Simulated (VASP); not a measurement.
Here is a VASP 6.6.1 calculation.

The input INCAR:

```
PREC     = Accurate       # precision mode
ENCUT    = 500            # plane-wave cutoff, eV
EDIFF    = 1E-6           # SCF threshold, eV
ISMEAR   = -1             # smearing method
SIGMA    = 0.1            # smearing width, eV
LREAL    = False          # projectors in reciprocal space
LASPH    = True           # aspherical terms in the spheres
NELM     = 120            # most SCF steps
ALGO     = Normal         # electronic algorithm
ISIF     = 2              # what is computed and relaxed
LWAVE    = False          # write WAVECAR
LCHARG   = True           # write CHGCAR
GGA      = PE             # functional
LELF     = True           # ELF
LVHAR    = True         
NBANDS   = 12             # bands
GGA_COMPAT= False
```

The input KPOINTS:

```
regular mesh
0
Gamma
  10 10 10
```

The input POSCAR:

```
Nb
1.0
   -1.6588161896      1.6588161896      1.6588161896
    1.6588161896     -1.6588161896      1.6588161896
    1.6588161896      1.6588161896     -1.6588161896
Nb
1
Direct
    0.0000000000      0.0000000000      0.0000000000
```

Potentials or basis: VASP PAW PBE potentials, release 64 (Nb_sv).

Command:

```bash
$ cat potpaw_PBE.64/Nb_sv/POTCAR > POTCAR
$ mpirun -np 1 vasp_std > vasp.out
```

Estimate the pressure.

-1.0 GPa.
